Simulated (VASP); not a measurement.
KH8O4F, 14 atoms in the cell. The cell holds a disordered packing, 14 atoms: a = 5.974 Å, b = 5.974 Å, c = 5.974 Å, α = 90.00°, β = 90.00°, γ = 90.00°. 

| Property | Result |
| --- | --- |
| Program | VASP 6.6.1 |
| Task | single point |
| Functional | PBE |
| Dispersion | D3(BJ) |
| Potentials or basis | VASP PAW PBE potentials, release 64 (O, H, K_sv, F) |
| Cutoff | 520 eV |
| k mesh | 1 × 1 × 1 |
| Occupations | fermi-dirac, width 0.05 eV |
| Spin | no spin polarisation |
| Dipole correction | no |
| Further INCAR settings | ALGO = Normal; EDIFF = 1e-07; NBANDS = 37 |

Potentials or basis: VASP PAW PBE potentials, release 64 (O, H, K_sv, F).

Command:

```sh
$ cat potpaw_PBE.64/O/POTCAR potpaw_PBE.64/H/POTCAR potpaw_PBE.64/K_sv/POTCAR potpaw_PBE.64/F/POTCAR > POTCAR
$ mpirun -np 1 vasp_gam > vasp.out
```

Hardware: 1 thread of Intel(R) Xeon(R) Platinum 8259CL CPU @ 2.50GHz (Skylake/Cascade Lake) (shared host).

Q: Estimate the wall time of this run.

A: It took 21 s on 1 thread of Intel(R) Xeon(R) Platinum 8259CL CPU @ 2.50GHz (Skylake/Cascade Lake), on a shared host, peak memory 0.32 GiB. Counts: scf iterations 17, k points 1.
